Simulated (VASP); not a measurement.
Set up this calculation in VASP 6.6.1, as the native input.

```yaml
Task: single point
Functional: PBE
Potentials_or_basis: VASP PAW PBE potentials, release 64 (Co, Si)
Cutoff: 520 eV
k_mesh: 12 × 12 × 12
Occupations: gaussian, width 0.05 eV
Spin: no spin polarisation
Dipole_correction: no
Further_INCAR_settings: ALGO = Normal; EDIFF = 1e-06; NBANDS = 16
```

The structure of CoSi2 lies in POSCAR:

```
CoSi2
1.0
    0.0000000000      2.6436000504      2.6436000504
    2.6436000504      0.0000000000      2.6436000504
    2.6436000504      2.6436000504      0.0000000000
Co Si
1 2
Direct
    0.0000000000      0.0000000000      0.0000000000
    0.2500000000      0.2500000000      0.2500000000
    0.7500000000      0.7500000000      0.7500000000
```

This cell differs from its parent crystal: volume scaled by 0.960.

These files were run (other wordings do the same):

INCAR

```
SYSTEM = CoSi2
PREC     = Accurate       ! precision mode
ENCUT    = 520            ! plane-wave cutoff, eV
EDIFF    = 1E-6           ! SCF threshold, eV
ISMEAR   = 0              ! smearing method
SIGMA    = 0.05           ! smearing width, eV
LREAL    = .False.        ! projectors in reciprocal space
LASPH    = .True.         ! aspherical terms in the spheres
NELM     = 80             ! most SCF steps
ALGO     = Normal         ! electronic algorithm
ISIF     = 2              ! what is computed and relaxed
LWAVE    = .False.        ! write WAVECAR
LCHARG   = .False.        ! write CHGCAR
GGA      = PE             ! functional
NBANDS   = 16             ! bands
```

KPOINTS

```
regular mesh
0
Gamma
  12 12 12
  0 0 0
```

Potentials or basis: VASP PAW PBE potentials, release 64 (Co, Si).

Launch:

```bash
$ cat potpaw_PBE.64/Co/POTCAR potpaw_PBE.64/Si/POTCAR > POTCAR
$ mpirun -np 1 vasp_std > vasp.out
```

Results of the run:

| Quantity | Value |
| --- | --- |
| Pressure | 7.9 GPa |

Run time: 32 s on 1 thread of Intel(R) Xeon(R) Platinum 8375C CPU @ 2.90GHz (Ice Lake), on a shared host, peak memory 0.18 GiB.
